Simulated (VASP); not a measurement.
# ZnSe (NiAs type) (P6_3/mmc) in VASP: relaxation of cell and atoms with PBE

Aim: the relaxation of cell and atoms of ZnSe (NiAs type) with PBE.

Everything below comes from runs of VASP 6.6.1. Logs are shortened: lines on timing, memory, paths and dates and some standing lists are left out, and cuts for length are marked.

## (1) The cell of the first run

It takes space group P6_3/mmc (No. 194, hexagonal). Conventional cell: a = 3.555 Å, b = 3.555 Å, c = 5.510 Å, α = 90.00°, β = 90.00°, γ = 120.00°. Zn (site symmetry -3m) has 6 Se at 2.47 Å and 2 Zn at 2.76 Å within 3.3 Å. Se (site symmetry -6m2) has 6 Zn at 2.47 Å within 3.3 Å.

## (2) Relaxation of cell and atoms, PBE, target pressure 31 GPa, at which the enthalpy is minimised

Input file INCAR:

```
SYSTEM = ZnSe
PREC = Accurate
ENCUT = 600
EDIFF = 1E-6
ISMEAR = -1
SIGMA = 0.08
LREAL = .False.
LASPH = .True.
NELM = 60
ALGO = Normal
ISIF = 3
LWAVE = .False.
LCHARG = .False.
GGA = PE
IBRION = 2
NSW = 60
EDIFFG = -0.005
PSTRESS = 310.0
```

Input file KPOINTS:

```
Automatic mesh
0
Gamma
  11 11 6
  0 0 0
```

Input file POSCAR:

```
ZnSe
1.0
    3.5549082302      0.0000000000      0.0000000000
   -1.7774541151      3.0786408355      0.0000000000
    0.0000000000      0.0000000000      5.5101077568
Zn Se
2 2
Direct
    0.0000000000      0.0000000000      0.0000000000
    0.0000000000      0.0000000000      0.5000000000
    0.3333333333      0.6666666667      0.2500000000
    0.6666666667      0.3333333333      0.7500000000
```

Potentials or basis: VASP PAW PBE potentials, release 64 (Zn, Se).

The run is started by

```bash
$ cat potpaw_PBE.64/Zn/POTCAR potpaw_PBE.64/Se/POTCAR > POTCAR
$ mpirun -np 1 vasp_std > vasp.out
```

OUTCAR:

```text
SYSTEM = ZnSe
   PREC = Accurate
   ENCUT = 600
   EDIFF = 1E-6
   ISMEAR = -1
   LREAL = .False.
   LASPH = .True.
   NELM = 60
   ISIF = 3
   GGA = PE
   IBRION = 2
   NSW = 60
   EDIFFG = -0.005
   PSTRESS = 310.0

 ion  position               nearest neighbor table
   1  0.000  0.000  0.000-   3 2.47   4 2.47   4 2.47   3 2.47   4 2.47   3 2.47   2 2.76   2 2.76

   2  0.000  0.000  0.500-   3 2.47   4 2.47   4 2.47   3 2.47   4 2.47   3 2.47   1 2.76   1 2.76

   3  0.333  0.667  0.250-   1 2.47   2 2.47   1 2.47   2 2.47   1 2.47   2 2.47
   4  0.667  0.333  0.750-   1 2.47   2 2.47   1 2.47   2 2.47   1 2.47   2 2.47

  LATTYP: Found a hexagonal cell.
 ALAT       =     3.5549082302
 C/A-ratio  =     1.5500000000

  Lattice vectors:

 A1 = (   3.5549082302,   0.0000000000,   0.0000000000)
 A2 = (  -1.7774541151,   3.0786408355,   0.0000000000)
 A3 = (   0.0000000000,   0.0000000000,   5.5101077568)

Analysis of symmetry for initial positions (statically):
=====================================================================
 Subroutine PRICEL returns:
 Original cell was already a primitive cell.

 Routine SETGRP: Setting up the symmetry group for a
 hexagonal supercell.

 Subroutine GETGRP returns: Found 24 space group operations
 (whereof 12 operations were pure point group operations)
 out of a pool of 24 trial point group operations.

The static configuration has the point symmetry D_3d.
 The point group associated with its full space group is D_6h.

Analysis of symmetry for dynamics (positions and initial velocities):
=====================================================================
 Subroutine PRICEL returns:
 Original cell was already a primitive cell.

 Routine SETGRP: Setting up the symmetry group for a
 hexagonal supercell.

 Subroutine GETGRP returns: Found 24 space group operations
 (whereof 12 operations were pure point group operations)
 out of a pool of 24 trial point group operations.

The dynamic configuration has the point symmetry D_3d.
 The point group associated with its full space group is D_6h.

 Subroutine INISYM returns: Found 24 space group operations
 (whereof 12 operations are pure point group operations),
 and found     1 'primitive' translations

----------------------------------------------------------------------------------------

                                     Primitive cell
[... 93 lines left out ...]
   ENCUT  =  600.0 eV  44.10 Ry    6.64 a.u.   7.10  7.10 11.01*2*pi/ulx,y,z
   NELM   =     60;   NELMIN=  2; NELMDL= -5     # of ELM steps
   EDIFF  = 0.1E-05   stopping-criterion for ELM
   LREAL  =      F    real-space projection
   EDIFFG = -.5E-02   stopping-criterion for IOM
   NSW    =     60    number of steps for IOM
   IBRION =      2    ionic relax: 0-MD 1-quasi-New 2-CG
   NFREE  =      1    steps in history (QN), initial steepest desc. (CG)
   ISIF   =      3    stress and relaxation
   ISYM   =      2    0-nonsym 1-usesym 2-fastsym
   POTIM  = 0.5000    time-step for ionic-motion
   TEBEG  =    0.0;   TEEND  =   0.0 temperature during run
   PSTRESS=  310.0 pullay stress
   NELECT =      36.0000    total number of electrons
   NUPDOWN=      -1.0000    fix difference up-down
   EMIN   =  10.00;   EMAX   =-10.00  energy-range for DOS
   EFERMI =   0.00;   METHOD = LEGACY
   ISMEAR =    -1;   SIGMA  =   0.08  broadening in eV -4-tet -1-fermi 0-gaus
   EFERMI_NEDOS =   21; number of points for ismear=-14 and -15
   IALGO  =     38    algorithm
   IMIX   =      4    mixing-type and parameters
     AMIX     =   0.40;   BMIX     =  1.00
     AMIX_MAG =   1.60;   BMIX_MAG =  1.00
  volume/ion in A,a.u.               =      15.08       101.74
  Fermi-wavevector in a.u.,A,eV,Ry     =   1.378457  2.604906 25.853017  1.900143
  Thomas-Fermi vector in A             =   2.503517
   LORBIT       =      0    0 simple, 1 ext, 2 COOP (PROOUT), +10 PAW based schemes
   GGA     = PE    functional components
   LHFCALC =     F    Hartree Fock is set to
   AEXX    =    0.0000 exact exchange contribution
   IVDW    =     0    specifies the selected vdW correction
   LEPSILON=     F    determine dielectric tensor
   LRPA    =     F    only Hartree local field effects (RPA)
 conjugate gradient relaxation of ions
 non-spin polarized calculation
  energy-cutoff  :      600.00
  volume of cell :       60.30
 maximum number of plane-waves:      2041
   NGX = 15   NGY = 15   NGZ = 23

--------------------------------------- Ionic step        1  -------------------------------------------

 number of electron      36.0000017 magnetization

 Free energy of the ion-electron system (eV)
  ---------------------------------------------------
  ext. energy  EPLUGINS =         0.00000000
  ---------------------------------------------------
  free energy    TOTEN  =        -9.26270092 eV

  energy without entropy =       -9.25564542  energy(sigma->0) =       -9.25917317

------------------------ aborting loop because EDIFF is reached ----------------------------------------

  FORCE on cell =-STRESS in cart. coord.  units (eV):
  Direction    XX          YY          ZZ          XY          YZ          ZX
  --------------------------------------------------------------------------------------
  -------------------------------------------------------------------------------------
  Total       12.0267697     12.0267697     14.3717519      0.0000000      0.0000000     -0.0000000
  in kB      319.5303139    319.5303139    381.8324034      0.0000000      0.0000000     -0.0000000
  external PRESSURE =      30.2976771 kB  Pullay stress =     310.0000000 kB
[... 187 lines left out ...]
--------------------------------------- Ionic step        6  -------------------------------------------

 number of electron      35.9999967 magnetization

 Free energy of the ion-electron system (eV)
  ---------------------------------------------------
  ext. energy  EPLUGINS =         0.00000000
  ---------------------------------------------------
  free energy    TOTEN  =        -9.47043951 eV

  energy without entropy =       -9.46063871  energy(sigma->0) =       -9.46553911

 E-fermi :   5.7805     XC(G=0): -11.5581

 val. band max:        5.7528511706   @ k =   0.0909   0.0000   0.0000
 cond. band min:       5.8087795186   @ k =   0.1818  -0.0000   0.0000
 fundamental gap:      0.0559283480
 Fermi energy:         5.7804646151

 k-point     1 :       0.0000    0.0000    0.0000
  band No.  band energies     occupation
      1     -10.1654      2.00000
      2      -8.0390      2.00000
      3      -3.1258      2.00000
      4      -2.1344      2.00000
      5      -2.1344      2.00000
      6      -1.9951      2.00000
[... 589 lines left out ...]
     21      10.6419      0.00000
     22      11.6928      0.00000

 [... further k-points ...]
[... 5 lines left out ...]
  --------------------------------------------------------------------------------------
  -------------------------------------------------------------------------------------
  Total       11.8019631     11.8019631     11.8134742      0.0000000     -0.0000000      0.0000000
  in kB      309.6110847    309.6110847    309.9130649      0.0000000     -0.0000000      0.0000000
  external PRESSURE =      -0.2882552 kB  Pullay stress =     310.0000000 kB
[... 23 lines left out ...]
  energy  without entropy=       -9.4606387060  energy(sigma->0) =       -9.46553911

  enthalpy is  TOTEN    =         2.3463485024 eV   P V=       11.8167880085

 reached required accuracy - stopping structural energy minimisation
```

CONTCAR:

```text
ZnSe
   1.00000000000000
     3.4940046905647586    0.0000000000000000    0.0000000000000000
    -1.7470023452823793    3.0258968230144720   -0.0000000000000000
    -0.0000000000000000   -0.0000000000000000    5.7765792240288114
  Zn              Se
     2     2
Direct
     1.0000000000000000    0.0000000000000000    0.0000000000000000
     1.0000000000000000    0.0000000000000000    0.5000000000000000
     0.3333333332999970    0.6666666667000030    0.2500000000000000
     0.6666666667000030    0.3333333332999970    0.7500000000000000

  0.00000000E+00  0.00000000E+00  0.00000000E+00
  0.00000000E+00  0.00000000E+00  0.00000000E+00
  0.00000000E+00  0.00000000E+00  0.00000000E+00
  0.00000000E+00  0.00000000E+00  0.00000000E+00
```

Wall time 3.4 min (1 thread of AMD EPYC 9R45 (Zen 5), shared host); peak memory 0.23 GiB.

What came out:

```
Free energy                                            : -9.4704 eV
Relaxed volume                                         : 15.27 Å³/atom
Relaxed cell                                           : a = 3.494 Å, b = 3.494 Å, c = 5.777 Å, α = 90.00°, β = 90.00°, γ = 120.00°
Space group after relaxing (to 0.05 Å)                 : P6_3/mmc (No. 194)
Energy change on relaxing (the enthalpy is what falls) : -51.9 meV/atom
Ionic steps                                            : 6
Pressure after relaxing                                : 31.0 GPa
Band gap on the k mesh                                 : zero (band 18 reaches 5.81 eV, above the bottom of band 19 at 5.20 eV)
```

The path:
```tsv
step	energy change (eV)	largest force (eV/Å)	pressure (GPa)	volume (Å³)
1	0.0000	0.0000	34.03	60.30
2	-0.5003	0.0000	25.96	62.81
3	-0.3168	0.0000	29.01	61.80
4	-0.2546	0.0000	30.28	61.34
5	-0.2121	0.0000	30.98	61.10
6	-0.2077	0.0000	30.97	61.07
```

Final structure:
```
Zn Se
1.0
     3.49400    0.00000    0.00000
    -1.74700    3.02590    0.00000
     0.00000    0.00000    5.77658
Zn Se
2 2
Direct
  0.00000 0.00000 0.00000
  0.00000 0.00000 0.50000
  0.33333 0.66667 0.25000
  0.66667 0.33333 0.75000
```

Caveat: the cell is relaxed towards a set pressure, so the enthalpy falls and the energy may rise.
